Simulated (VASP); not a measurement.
# CdH2O2 (P-3m1) in VASP: notebook

The runs below take CdH2O2 through single point, with PBEsol.

Program: VASP 6.6.1. These are calculated values, not measurements. Logs are shortened: lines on timing, memory, paths and dates and some standing lists are left out, and cuts for length are marked.

### 1 The cell of the first run

Symmetry: P-3m1, No. 164, trigonal system. Conventional cell: a = 3.410 Å, b = 3.410 Å, c = 4.782 Å, α = 90.00°, β = 90.00°, γ = 120.00°. Within 3.0 Å of Cd (site symmetry -3m) lie 6 O at 2.28 Å and 6 H at 2.91 Å. H (site symmetry 3m) has 1 O at 1.00 Å within 1.3 Å. O (site symmetry 3m) has 1 H at 1.00 Å within 1.3 Å.

### 2 Single point, PBEsol (strain -0.030 along x and y, +0.030 along z)

Input file INCAR:

```
SYSTEM = CdH2O2
PREC = Accurate ; ENCUT = 520
EDIFF = 1E-6 ; ISMEAR = 0
SIGMA = 0.05 ; LREAL = .False.
LASPH = .True. ; NELM = 60
ALGO = Normal ; ISIF = 2
LWAVE = .False. ; LCHARG = .True.
GGA = PS ; LELF = .True.
LVHAR = .True. ; NBANDS = 21
```

Input file KPOINTS:

```
Automatic mesh
0
Gamma
  9 9 6
  0 0 0
```

Input file POSCAR:

```
CdH2O2
1.0
    3.4100601858      0.0000000000      0.0000000000
   -1.7050300929      2.9531987493      0.0000000000
    0.0000000000      0.0000000000      4.7822686687
Cd H O
1 2 2
Direct
    0.0000000000      0.0000000000      0.0000000000
    0.6666666667      0.3333333333      0.5509607200
    0.3333333333      0.6666666667      0.4490392800
    0.6666666667      0.3333333333      0.7593720000
    0.3333333333      0.6666666667      0.2406280000
```

Potentials or basis: VASP PAW PBE potentials, release 64 (Cd, H, O).

On the command line:

```bash
> cat potpaw_PBE.64/Cd/POTCAR potpaw_PBE.64/H/POTCAR potpaw_PBE.64/O/POTCAR > POTCAR
> mpirun -np 1 vasp_std > vasp.out
```

OUTCAR:

```text
SYSTEM = CdH2O2
   PREC = Accurate
   ENCUT = 520
   EDIFF = 1E-6
   ISMEAR = 0
   LREAL = .False.
   LASPH = .True.
   NELM = 60
   ISIF = 2
   GGA = PS

 ion  position               nearest neighbor table
   1  0.000  0.000  0.000-   4 2.28   5 2.28   5 2.28   4 2.28   4 2.28   5 2.28
   2  0.667  0.333  0.551-   4 1.00
   3  0.333  0.667  0.449-   5 1.00
   4  0.667  0.333  0.759-   2 1.00   1 2.28   1 2.28   1 2.28
   5  0.333  0.667  0.241-   3 1.00   1 2.28   1 2.28   1 2.28

  LATTYP: Found a hexagonal cell.
 ALAT       =     3.4100601858
 C/A-ratio  =     1.4024000775

  Lattice vectors:

 A1 = (   3.4100601858,   0.0000000000,   0.0000000000)
 A2 = (  -1.7050300929,   2.9531987493,   0.0000000000)
 A3 = (   0.0000000000,   0.0000000000,   4.7822686687)

Analysis of symmetry for initial positions (statically):
=====================================================================
 Subroutine PRICEL returns:
 Original cell was already a primitive cell.

 Routine SETGRP: Setting up the symmetry group for a
 hexagonal supercell.

 Subroutine GETGRP returns: Found 12 space group operations
 (whereof 12 operations were pure point group operations)
 out of a pool of 24 trial point group operations.

The static configuration has the point symmetry D_3d.

Analysis of symmetry for dynamics (positions and initial velocities):
=====================================================================
 Subroutine PRICEL returns:
 Original cell was already a primitive cell.

 Routine SETGRP: Setting up the symmetry group for a
 hexagonal supercell.

 Subroutine GETGRP returns: Found 12 space group operations
 (whereof 12 operations were pure point group operations)
 out of a pool of 24 trial point group operations.

The dynamic configuration has the point symmetry D_3d.

 Subroutine INISYM returns: Found 12 space group operations
 (whereof 12 operations are pure point group operations),
 and found     1 'primitive' translations

----------------------------------------------------------------------------------------

                                     Primitive cell

  volume of cell :      48.1602

  direct lattice vectors                    reciprocal lattice vectors
     3.410060186  0.000000000  0.000000000     0.293249956  0.169307941  0.000000000
    -1.705030093  2.953198749  0.000000000     0.000000000  0.338615882  0.000000000
[... 86 lines left out ...]
   LNONCOLLINEAR =      F non collinear calculations
   LSORBIT =      F    spin-orbit coupling
   LASPH  =      T    aspherical Exc in radial PAW
   ENCUT  =  520.0 eV  38.22 Ry    6.18 a.u.   6.34  6.34  8.89*2*pi/ulx,y,z
   NELM   =     60;   NELMIN=  2; NELMDL= -5     # of ELM steps
   EDIFF  = 0.1E-05   stopping-criterion for ELM
   LREAL  =      F    real-space projection
   EDIFFG = 0.1E-04   stopping-criterion for IOM
   NSW    =      0    number of steps for IOM
   IBRION =     -1    ionic relax: 0-MD 1-quasi-New 2-CG
   NFREE  =      0    steps in history (QN), initial steepest desc. (CG)
   ISIF   =      2    stress and relaxation
   ISYM   =      2    0-nonsym 1-usesym 2-fastsym
   POTIM  = 0.5000    time-step for ionic-motion
   TEBEG  =    0.0;   TEEND  =   0.0 temperature during run
   PSTRESS=    0.0 pullay stress
   NELECT =      26.0000    total number of electrons
   NUPDOWN=      -1.0000    fix difference up-down
   EMIN   =  10.00;   EMAX   =-10.00  energy-range for DOS
   EFERMI =   0.00;   METHOD = LEGACY
   ISMEAR =     0;   SIGMA  =   0.05  broadening in eV -4-tet -1-fermi 0-gaus
   EFERMI_NEDOS =   21; number of points for ismear=-14 and -15
   IALGO  =     38    algorithm
   IMIX   =      4    mixing-type and parameters
     AMIX     =   0.40;   BMIX     =  1.00
     AMIX_MAG =   1.60;   BMIX_MAG =  1.00
  volume/ion in A,a.u.               =       9.63        65.00
  Fermi-wavevector in a.u.,A,eV,Ry     =   1.333019  2.519041 24.176737  1.776940
  Thomas-Fermi vector in A             =   2.461910
   LORBIT       =      0    0 simple, 1 ext, 2 COOP (PROOUT), +10 PAW based schemes
   GGA     = PS    functional components
   LHFCALC =     F    Hartree Fock is set to
   AEXX    =    0.0000 exact exchange contribution
   IVDW    =     0    specifies the selected vdW correction
   LEPSILON=     F    determine dielectric tensor
   LRPA    =     F    only Hartree local field effects (RPA)
 non-spin polarized calculation
 Gauss-broadening in eV      SIGMA  =   0.05
  energy-cutoff  :      520.00
  volume of cell :       48.16
 maximum number of plane-waves:      1326
 NGX is ok and might be reduce to    28
   NGX = 13   NGY = 13   NGZ = 17

 number of electron      26.0000010 magnetization

 Free energy of the ion-electron system (eV)
  ---------------------------------------------------
  ext. energy  EPLUGINS =         0.00000000
  ---------------------------------------------------
  free energy    TOTEN  =       -23.41958747 eV

  energy without entropy =      -23.41958747  energy(sigma->0) =      -23.41958747

 E-fermi :   0.4572     XC(G=0): -10.3918

 val. band max:        0.1496669793   @ k =   0.4444   0.0000   0.0000
 cond. band min:       1.7740938163   @ k =   0.0000   0.0000   0.0000
 fundamental gap:      1.6244268370
 Fermi energy:         0.4571590422

 k-point     1 :       0.0000    0.0000    0.0000
  band No.  band energies     occupation
      1     -18.4008      2.00000
      2     -17.3406      2.00000
      3      -7.7775      2.00000
      4      -6.3313      2.00000
      5      -6.3313      2.00000
      6      -5.4739      2.00000
[... 565 lines left out ...]
     20      14.0102      0.00000
     21      15.7923      0.00000

 [... further k-points ...]
[... 5 lines left out ...]
  --------------------------------------------------------------------------------------
  -------------------------------------------------------------------------------------
  Total        1.4403601      1.4403601     -1.5623502      0.0000000      0.0000000      0.0000000
  in kB       47.9173713     47.9173713    -51.9756903      0.0000000      0.0000000      0.0000000
  external PRESSURE =      14.6196841 kB  Pullay stress =       0.0000000 kB

 VOLUME and BASIS-vectors are now :
 -----------------------------------------------------------------------------
  energy-cutoff  :      520.00
  volume of cell :       48.16
      direct lattice vectors                 reciprocal lattice vectors
     3.410060186  0.000000000  0.000000000     0.293249956  0.169307941  0.000000000
    -1.705030093  2.953198749  0.000000000     0.000000000  0.338615882  0.000000000
     0.000000000  0.000000000  4.782268669     0.000000000  0.000000000  0.209105776

 POSITION                                       TOTAL-FORCE (eV/Angst)
 -----------------------------------------------------------------------------------
      0.00000      0.00000      0.00000         0.000000      0.000000      0.000000
      1.70503      0.98440      2.63484         0.000000     -0.000000      0.690273
     -0.00000      1.96880      2.14743        -0.000000      0.000000     -0.690273
      1.70503      0.98440      3.63152        -0.000000      0.000000     -0.814630
     -0.00000      1.96880      1.15075         0.000000      0.000000      0.814630
 -----------------------------------------------------------------------------------
    total drift:                                0.000000     -0.000000      0.000000

  FREE ENERGIE OF THE ION-ELECTRON SYSTEM (eV)
  ---------------------------------------------------
  free  energy   TOTEN  =       -23.4195874654 eV

  energy  without entropy=      -23.4195874654  energy(sigma->0) =      -23.41958747
```

OSZICAR:

```text
N       E                     dE             d eps       ncg     rms          rms(c)
DAV:   1     0.173157713663E+03    0.17316E+03   -0.14534E+04  2676   0.121E+03
DAV:   2    -0.168711243960E+02   -0.19003E+03   -0.18090E+03  2937   0.308E+02
DAV:   3    -0.263432392517E+02   -0.94721E+01   -0.94317E+01  3038   0.743E+01
DAV:   4    -0.263936699082E+02   -0.50431E-01   -0.50425E-01  2779   0.571E+00
DAV:   5    -0.263938691338E+02   -0.19923E-03   -0.19922E-03  3014   0.329E-01    0.130E+01
DAV:   6    -0.233969450847E+02    0.29969E+01   -0.78539E+00  3172   0.403E+01    0.941E+00
DAV:   7    -0.234555611732E+02   -0.58616E-01   -0.13239E+00  2689   0.949E+00    0.547E+00
DAV:   8    -0.234339866754E+02    0.21574E-01   -0.22399E-01  2804   0.366E+00    0.967E-01
DAV:   9    -0.234191508105E+02    0.14836E-01   -0.53044E-02  2886   0.202E+00    0.166E-01
DAV:  10    -0.234195188255E+02   -0.36802E-03   -0.74601E-03  2749   0.825E-01    0.103E-01
DAV:  11    -0.234195611622E+02   -0.42337E-04   -0.31176E-04  2764   0.225E-01    0.512E-02
DAV:  12    -0.234195820043E+02   -0.20842E-04   -0.11356E-04  2669   0.824E-02    0.257E-02
DAV:  13    -0.234195866687E+02   -0.46645E-05   -0.78842E-06  2759   0.259E-02    0.596E-03
DAV:  14    -0.234195874654E+02   -0.79665E-06   -0.10921E-06  2253   0.714E-03
   1 F= -.23419587E+02 E0= -.23419587E+02  d E =-.135059E-19
```

Run time: 33 s. Hardware: 1 thread of Intel Xeon Platinum 8488C (Sapphire Rapids), shared host; peak memory 0.21 GiB.

What came out:

| Quantity | Value |
| --- | --- |
| Free energy | -23.4196 eV |
| Pressure | 1.5 GPa |
| Largest force | 0.815 eV/Å |
| Band gap on the k mesh | 1.62 eV, indirect (least direct gap 1.88 eV) |

Forces on the atoms (eV/Å):
```
Cd   0.000  0.000  0.000
H    0.000  0.000  0.690
H    0.000  0.000 -0.690
O    0.000  0.000 -0.815
O    0.000  0.000  0.815
```

Stress tensor (GPa, compression positive):
```
 4.79  0.00  0.00
 0.00  4.79  0.00
 0.00  0.00 -5.20
```

Caveat: the cell differs from its parent crystal (strain -0.030 along x and y, +0.030 along z); the PAW data sets were made with another functional, which shifts forces and pressure a little.

### 3 Single point, PBEsol (strain +0.000 along x and y, -0.030 along z)

Input file INCAR:

```
SYSTEM = CdH2O2
ALGO = Normal
EDIFF = 1E-6
ENCUT = 520
GGA = PS
ISIF = 2
ISMEAR = 0
LASPH = .TRUE.
LCHARG = .FALSE.
LREAL = .FALSE.
LWAVE = .FALSE.
NBANDS = 21
NELM = 60
PREC = Accurate
SIGMA = 0.05
```

Input file KPOINTS:

```
k-points
0
G
  9 9 6
  0 0 0
```

Changes to POSCAR since step 2:

```diff
@@ -2,5 +2,5 @@
 1.0
-    3.4100601858      0.0000000000      0.0000000000
-   -1.7050300929      2.9531987493      0.0000000000
-    0.0000000000      0.0000000000      4.7822686687
+    3.5155259648      0.0000000000      0.0000000000
+   -1.7577629824      3.0445347931      0.0000000000
+    0.0000000000      0.0000000000      4.5036899113
 Cd H O
```

Potentials or basis: VASP PAW PBE potentials, release 64 (Cd, H, O).

On the command line:

```bash
> cat potpaw_PBE.64/Cd/POTCAR potpaw_PBE.64/H/POTCAR potpaw_PBE.64/O/POTCAR > POTCAR
> mpirun -np 1 vasp_std > vasp.out
```

Wall time 38 s (1 thread of Intel Xeon Platinum 8488C (Sapphire Rapids), shared host); peak memory 0.21 GiB.

Results (log left out):

| Property | Result |
| --- | --- |
| Free energy | -23.3858 eV |
| Pressure | 5.6 GPa |
| Largest force | 2.245 eV/Å |
| Band gap on the k mesh | 1.71 eV, indirect (least direct gap 2.10 eV) |

Forces in eV/Å, atoms in the order of the input:
```
Cd   0.000  0.000  0.000
H    0.000  0.000 -2.245
H    0.000  0.000  2.245
O    0.000  0.000  2.124
O    0.000  0.000 -2.124
```

Stress tensor (GPa, compression positive):
```
 0.78  0.00  0.00
 0.00  0.78  0.00
 0.00  0.00 15.35
```

Levels at points of the mesh, in eV from the valence-band top:
| k point | band 10 | band 11 | band 12 | band 13 | band 14 | band 15 | band 16 | band 17 |
| --- | --- | --- | --- | --- | --- | --- | --- | --- |
| (0.00, 0.00, 0.00) | -1.14 | -1.14 | -0.39 | -0.39 | 1.71 | 6.13 | 10.55 | 12.73 |
| (0.00, 0.00, 0.50) | -1.42 | -1.42 | -0.07 | -0.07 | 4.24 | 4.51 | 11.52 | 11.90 |

Caveat: the cell differs from its parent crystal (strain +0.000 along x and y, -0.030 along z); the PAW data sets were made with another functional, which shifts forces and pressure a little. A k mesh can miss the band edges.

### 4 Single point, PBEsol (strain -0.015 along x and y, +0.000 along z)

Input file INCAR:

```
ALGO     = Normal         # electronic algorithm
EDIFF    = 1E-6           # SCF threshold, eV
ENCUT    = 520            # plane-wave cutoff, eV
GGA      = PS             # functional
ISIF     = 2              # what is computed and relaxed
ISMEAR   = 0              # smearing method
LASPH    = True           # aspherical terms in the spheres
LCHARG   = False          # write CHGCAR
LREAL    = False          # projectors in reciprocal space
LWAVE    = False          # write WAVECAR
NBANDS   = 21             # bands
NELM     = 80             # most SCF steps
PREC     = Accurate       # precision mode
SIGMA    = 0.05           # smearing width, eV
```

Input file KPOINTS:

```
k-points
0
Gamma
  9 9 6
```

Changes to POSCAR since step 3:

```diff
@@ -2,5 +2,5 @@
 1.0
-    3.5155259648      0.0000000000      0.0000000000
-   -1.7577629824      3.0445347931      0.0000000000
-    0.0000000000      0.0000000000      4.5036899113
+    3.4627930753      0.0000000000      0.0000000000
+   -1.7313965376      2.9988667712      0.0000000000
+    0.0000000000      0.0000000000      4.6429792900
 Cd H O
```

Potentials or basis: VASP PAW PBE potentials, release 64 (Cd, H, O).

On the command line:

```bash
> cat potpaw_PBE.64/Cd/POTCAR potpaw_PBE.64/H/POTCAR potpaw_PBE.64/O/POTCAR > POTCAR
> mpirun -np 1 vasp_std > vasp.out
```

OUTCAR:

```text
EDIFF = 1E-6
   ENCUT = 520
   GGA = PS
   ISIF = 2
   ISMEAR = 0
   LASPH = True
   LREAL = False
   NELM = 80
   PREC = Accurate

 ion  position               nearest neighbor table
   1  0.000  0.000  0.000-   4 2.29   5 2.29   5 2.29   4 2.29   4 2.29   5 2.29
   2  0.667  0.333  0.551-   4 0.97
   3  0.333  0.667  0.449-   5 0.97
   4  0.667  0.333  0.759-   2 0.97   1 2.29   1 2.29   1 2.29
   5  0.333  0.667  0.241-   3 0.97   1 2.29   1 2.29   1 2.29

  LATTYP: Found a hexagonal cell.
 ALAT       =     3.4627930753
 C/A-ratio  =     1.3408191564

  Lattice vectors:

 A1 = (   3.4627930753,   0.0000000000,   0.0000000000)
 A2 = (  -1.7313965376,   2.9988667712,   0.0000000000)
 A3 = (   0.0000000000,   0.0000000000,   4.6429792900)

Analysis of symmetry for initial positions (statically):
=====================================================================
 Subroutine PRICEL returns:
 Original cell was already a primitive cell.

 Routine SETGRP: Setting up the symmetry group for a
 hexagonal supercell.

[... 172 lines left out ...]

 E-fermi :   0.4085     XC(G=0): -10.3741

 val. band max:        0.1148132408   @ k =   0.4444   0.0000   0.0000
 cond. band min:       1.7954222522   @ k =   0.0000   0.0000   0.0000
 fundamental gap:      1.6806090113
 Fermi energy:         0.4084996433

 k-point     1 :       0.0000    0.0000    0.0000
  band No.  band energies     occupation
      1     -18.5619      2.00000
      2     -17.4721      2.00000
      3      -7.7341      2.00000
      4      -6.3497      2.00000
      5      -6.3497      2.00000
      6      -5.5106      2.00000
[... 565 lines left out ...]
     20      14.2140      0.00000
     21      15.6856      0.00000

 [... further k-points ...]

------------------------ aborting loop because EDIFF is reached ----------------------------------------

  FORCE on cell =-STRESS in cart. coord.  units (eV):
  Direction    XX          YY          ZZ          XY          YZ          ZX
  --------------------------------------------------------------------------------------
  -------------------------------------------------------------------------------------
  Total        0.8282362      0.8282362      1.3143894      0.0000000      0.0000000     -0.0000000
  in kB       27.5222736     27.5222736     43.6771389      0.0000000      0.0000000     -0.0000000
  external PRESSURE =      32.9072287 kB  Pullay stress =       0.0000000 kB

 VOLUME and BASIS-vectors are now :
 -----------------------------------------------------------------------------
  energy-cutoff  :      520.00
  volume of cell :       48.21
      direct lattice vectors                 reciprocal lattice vectors
     3.462793075  0.000000000  0.000000000     0.288784221  0.166729648  0.000000000
    -1.731396538  2.998866771  0.000000000     0.000000000  0.333459295  0.000000000
     0.000000000  0.000000000  4.642979290     0.000000000  0.000000000  0.215378949

 POSITION                                       TOTAL-FORCE (eV/Angst)
 -----------------------------------------------------------------------------------
      0.00000      0.00000      0.00000        -0.000000      0.000000      0.000000
      1.73140      0.99962      2.55810        -0.000000      0.000000     -0.618746
     -0.00000      1.99924      2.08488        -0.000000      0.000000      0.618746
      1.73140      0.99962      3.52575        -0.000000      0.000000      0.498128
     -0.00000      1.99924      1.11723         0.000000      0.000000     -0.498128
 -----------------------------------------------------------------------------------
    total drift:                                0.000000     -0.000000      0.000000

  FREE ENERGIE OF THE ION-ELECTRON SYSTEM (eV)
  ---------------------------------------------------
  free  energy   TOTEN  =       -23.4589929469 eV

  energy  without entropy=      -23.4589929469  energy(sigma->0) =      -23.45899295
```

OSZICAR:

```text
N       E                     dE             d eps       ncg     rms          rms(c)
DAV:   1     0.173565623389E+03    0.17357E+03   -0.14564E+04  2668   0.122E+03
DAV:   2    -0.174003876415E+02   -0.19097E+03   -0.18181E+03  2930   0.311E+02
DAV:   3    -0.265492662599E+02   -0.91489E+01   -0.91132E+01  3003   0.737E+01
DAV:   4    -0.265959725193E+02   -0.46706E-01   -0.46702E-01  2757   0.552E+00
DAV:   5    -0.265961569769E+02   -0.18446E-03   -0.18446E-03  2959   0.318E-01    0.129E+01
DAV:   6    -0.234382735162E+02    0.31579E+01   -0.81203E+00  3212   0.409E+01    0.919E+00
DAV:   7    -0.234973522510E+02   -0.59079E-01   -0.13622E+00  2674   0.963E+00    0.536E+00
DAV:   8    -0.234733861053E+02    0.23966E-01   -0.23113E-01  2774   0.370E+00    0.957E-01
DAV:   9    -0.234585470190E+02    0.14839E-01   -0.56296E-02  2873   0.207E+00    0.169E-01
DAV:  10    -0.234589237374E+02   -0.37672E-03   -0.75415E-03  2774   0.841E-01    0.104E-01
DAV:  11    -0.234589662110E+02   -0.42474E-04   -0.34191E-04  2739   0.238E-01    0.512E-02
DAV:  12    -0.234589875428E+02   -0.21332E-04   -0.11496E-04  2689   0.818E-02    0.253E-02
DAV:  13    -0.234589923019E+02   -0.47590E-05   -0.75593E-06  2754   0.245E-02    0.639E-03
DAV:  14    -0.234589929469E+02   -0.64499E-06   -0.10938E-06  2243   0.816E-03
   1 F= -.23458993E+02 E0= -.23458993E+02  d E =-.361797E-18
```

Run time: 43 s. Hardware: 1 thread of Intel Xeon Platinum 8488C (Sapphire Rapids), shared host; peak memory 0.21 GiB.

Results:

| Property | Result |
| --- | --- |
| Free energy | -23.4590 eV |
| Pressure | 3.3 GPa |
| Largest force | 0.619 eV/Å |
| Band gap on the k mesh | 1.68 eV, indirect (least direct gap 2.00 eV) |

Forces on the atoms (eV/Å):
```
Cd   0.000  0.000  0.000
H    0.000  0.000 -0.619
H    0.000  0.000  0.619
O    0.000  0.000  0.498
O    0.000  0.000 -0.498
```

Caveat: the cell differs from its parent crystal (strain -0.015 along x and y, +0.000 along z); the PAW data sets were made with another functional, which shifts forces and pressure a little. A k mesh can miss the band edges.

(Part 1 of 2 ends here.)
